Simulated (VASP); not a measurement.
Input of a VASP 6.6.1 run:

Contents of INCAR:

```
PREC = Accurate
ENCUT = 690
EDIFF = 1E-7
ISMEAR = 0
SIGMA = 0.1
LREAL = F
LASPH = T
NELM = 120
ALGO = Normal
ISIF = 3
LWAVE = F
LCHARG = F
GGA = PE
IBRION = 2
NSW = 90
EDIFFG = -0.04
GGA_COMPAT = F
NELMIN = 4
```

File KPOINTS:

```
regular mesh
0
Gamma
  6 6 2
```

The input POSCAR:

```
CoH4
1.0
    2.5132738494      0.0000000000      0.0000000000
   -0.1893318572      2.5066901121      0.0000000000
   -0.3623912505     -0.3729950580      9.6030716325
Co H
2 8
Direct
    0.2481791603      0.2290011626      0.7500461220
    0.7518208397      0.7709988374      0.2499538780
    0.2646145567      0.7447231801      0.8563605974
    0.2683268346      0.7868479730      0.3562960456
    0.2353075507      0.7552593430      0.1436152110
    0.2316259559      0.7131891857      0.6437303750
    0.7353854433      0.2552768199      0.1436394026
    0.7316731654      0.2131520270      0.6437039544
    0.7646924493      0.2447406570      0.8563847890
    0.7683740441      0.2868108143      0.3562696250
```

Potentials or basis: VASP PAW PBE potentials, release 64 (Co_sv, H).

Command:

```console
$ cat potpaw_PBE.64/Co_sv/POTCAR potpaw_PBE.64/H/POTCAR > POTCAR
$ mpirun -np 1 vasp_std > vasp.out
```

(1) Estimate the space group after relaxing (to 0.1 Å).

(2) Predict the band gap on the k mesh.

## Answers

(1) P-1 (No. 2).

(2) zero (bands 21 and 22 overlap by 2.65 eV).

Caveat: the k points lie up to 0.41 Å⁻¹ apart in the final cell, too coarse for converged energies and pressures of a metal; the run has no spin polarisation, though such a crystal can be magnetic.
